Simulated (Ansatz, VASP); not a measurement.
MgO: VASP beside Ansatz

File INCAR:

```
  PREC = Accurate
  ENCUT = 520
  EDIFF = 1E-6
  ISMEAR = 0
  SIGMA = 0.05
  LREAL = False
  LASPH = True
  NELM = 60
  ALGO = Normal
  ISIF = 2
  LWAVE = False
  LCHARG = True
  GGA = PE
  LELF = True
  LVHAR = True
  NBANDS = 11
```

KPOINTS

```
regular mesh
0
Gamma
  10 10 10
```

Contents of POSCAR:

```
MgO
1.0
    0.0000000000      2.1351500000      2.1351500000
    2.1351500000      0.0000000000      2.1351500000
    2.1351500000      2.1351500000      0.0000000000
Mg O
1 1
Direct
    0.0000000000      0.0000000000      0.0000000000
    0.5234175585      0.4765824415      0.4765824415
```

Input for Ansatz:

```yaml
crystal:
  lattice:
    - [0.0, 2.13515, 2.13515]
    - [2.13515, 0.0, 2.13515]
    - [2.13515, 2.13515, 0.0]
  atoms:
    - { symbol: Mg, position: [0.0, 0.0, 0.0] }
    - { symbol: O, position: [0.5234175585, 0.4765824415, 0.4765824415] }
basis:
  ecutwfc: 420
kpoints:
  mp_grid: { grid: [10, 10, 10] }
hamiltonian:
  xc: pbe
scf:
  occupations: { method: gaussian, width: 0.05 }
output:
  forces: true
  stress: true
  eigenvalues: true
```

Alike in both runs: task single point; functional PBE; k mesh 10 × 10 × 10; occupations gaussian, width 0.05 eV; no spin polarisation.

|  | VASP | Ansatz |
| --- | --- | --- |
| version | VASP 6.6.1 | Ansatz 0.2.0 |
| potentials or method | VASP PAW PBE potentials, release 64 (Mg, O), cutoff 520 eV | scalar-relativistic, plane waves, PAW |
| valence electrons in the cell | 8 | 16 |

```tsv
	VASP	Ansatz	Ansatz less VASP
gap on the k mesh at the Fermi level (eV)	4.33	4.35	+0.017
least direct gap on the mesh (eV)	4.33	4.35	+0.017
pressure (GPa)	-1.6	-0.8	+0.75
traceless stress, the component that is largest in VASP (GPa)	2.07	2.05	-0.026
rms of the force components (eV/Å)	0.281	0.277	-0.0041
```

Atom by atom the forces differ by 0.004 eV/Å (rms over components). With one functional, cell and mesh, what is left measures potentials, basis and numerics. VASP's potentials hold 8 valence electrons a cell and Ansatz's 16, so a difference there can come from the potentials and not from the codes.
